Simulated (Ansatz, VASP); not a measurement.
# CoH3 in VASP and in Ansatz

Contents of INCAR:

```
SYSTEM = CoH3
PREC = Accurate
ENCUT = 600
EDIFF = 1E-6
ISMEAR = 0
SIGMA = 0.1
LREAL = .False.
LASPH = .True.
NELM = 150
ALGO = Normal
ISIF = 3
LWAVE = .False.
LCHARG = .False.
ISPIN = 2
MAGMOM = 0.22 0 0 0
LORBIT = 11
LMAXMIX = 4
GGA = PE
IBRION = 2
NSW = 100
EDIFFG = -0.01
```

Contents of KPOINTS:

```
Automatic mesh
0
Gamma
  12 12 12
  0 0 0
```

POSCAR

```
CoH3
1.0
    2.9140481950      0.0000000000      0.0000000000
   -1.4570240975      2.5236397648      0.0000000000
    0.0000000000      0.0000000000      3.1368724613
Co H
1 3
Direct
    0.0000000000      0.0000000000      0.5000000000
    0.3333333333      0.6666666667      0.5000000000
    0.6666666667      0.3333333333      0.5000000000
    0.0000000000      0.0000000000      0.0000000000
```

Input for Ansatz:

```yaml
crystal:
  lattice:
    - [2.914048195, 0.0, 0.0]
    - [-1.4570240975, 2.5236397648, 0.0]
    - [0.0, 0.0, 3.1368724613]
  atoms:
    - { symbol: Co, position: [0.0, 0.0, 0.5], spin: 0.22 }
    - { symbol: H, position: [0.3333333333, 0.6666666667, 0.5] }
    - { symbol: H, position: [0.6666666667, 0.3333333333, 0.5] }
    - { symbol: H, position: [0.0, 0.0, 0.0] }
basis:
  ecutwfc: 420
kpoints:
  mp_grid: { grid: [12, 12, 12] }
hamiltonian:
  xc: pbe
scf:
  occupations: { method: gaussian, width: 0.1 }
output:
  forces: true
  stress: true
  eigenvalues: true
  populations: true
magnetization:
  spin_polarized: true
relax:
  adjacent_minimum: "off"
  f_tol: 0.01
  max_steps: 80
  cell: { stress_tol: 0.05 }
```

Alike in both runs: task relaxation of cell and atoms; functional PBE; k mesh 12 × 12 × 12; occupations gaussian, width 0.1 eV; collinear spin.

|  | VASP | Ansatz |
| --- | --- | --- |
| version | VASP 6.6.1 | Ansatz 0.2.0 |
| potentials or method | VASP PAW PBE potentials, release 64 (Co, H), cutoff 600 eV | scalar-relativistic, plane waves, PAW |
| valence electrons in the cell | 12 | 20 |

```tsv
	VASP	Ansatz	Ansatz less VASP
gap on the k mesh at the Fermi level, each at its own relaxed structure (eV)	none	none	-
net moment per atom (μB)	0.00	0.00	0.000
relaxed volume (Å³/atom)	5.74	5.75	+0.006
relaxed length of the cell vector where the two differ most in proportion (Å)	3.159	3.161	+0.0015
```

A gap of «none» marks a metal or a gap that the smearing closes. VASP's potentials hold 12 valence electrons a cell and Ansatz's 20, so a difference there can come from the potentials and not from the codes. Ansatz's warnings: seeded moment not kept.
